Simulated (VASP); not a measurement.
# C: single point with r2SCAN

C:

```
C
1.0
     2.50301    0.00000    0.00000
    -1.25150    2.16767    0.00000
     0.00000    0.00000    4.23139
C
4
Cartesian
  0.0000 1.4451 -0.0018
  1.2515 0.7226 2.1139
  0.0000 1.4451 1.5844
  1.2515 0.7226 3.7001
```

This cell differs from its parent crystal: strained cell.

| Item | Value |
| --- | --- |
| Program | VASP 6.6.1 |
| Task | single point |
| Functional | r2SCAN |
| Potentials or basis | VASP PAW PBE potentials, release 64 (C) |
| Cutoff | 520 eV |
| k mesh | 9 × 9 × 6 |
| Occupations | gaussian, width 0.02 eV |
| Spin | no spin polarisation |

- Pressure: -5.3 GPa
- Largest force: 0.017 eV/Å
- Band gap on the k mesh: 3.63 eV, indirect (least direct gap 5.11 eV)

Forces in eV/Å, atoms in the order of the input:
```
C    0.000  0.000  0.017
C    0.000  0.000  0.017
C    0.000  0.000 -0.017
C    0.000  0.000 -0.017
```

Stress tensor (GPa, compression positive):
```
  1.12   0.00   0.00
  0.00   1.12   0.00
  0.00   0.00 -18.15
```

Levels at points of the mesh, in eV from the valence-band top:
```tsv
k point	band 6	band 7	band 8	band 9	band 10	band 11
(0.00, 0.00, 0.00)	-0.44	0.00	0.00	5.11	5.39	5.39
(0.00, 0.00, 0.50)	-1.82	-1.82	-1.82	7.68	7.68	7.68
```

Run time: 52 s on 1 thread of AMD EPYC 9R45 96-Core Processor (Zen 5), on a shared host, peak memory 0.11 GiB.

Caveat: the cell differs from its parent crystal (strained cell); the PAW data sets were made with another functional, which shifts forces and pressure a little. A k mesh can miss the band edges.
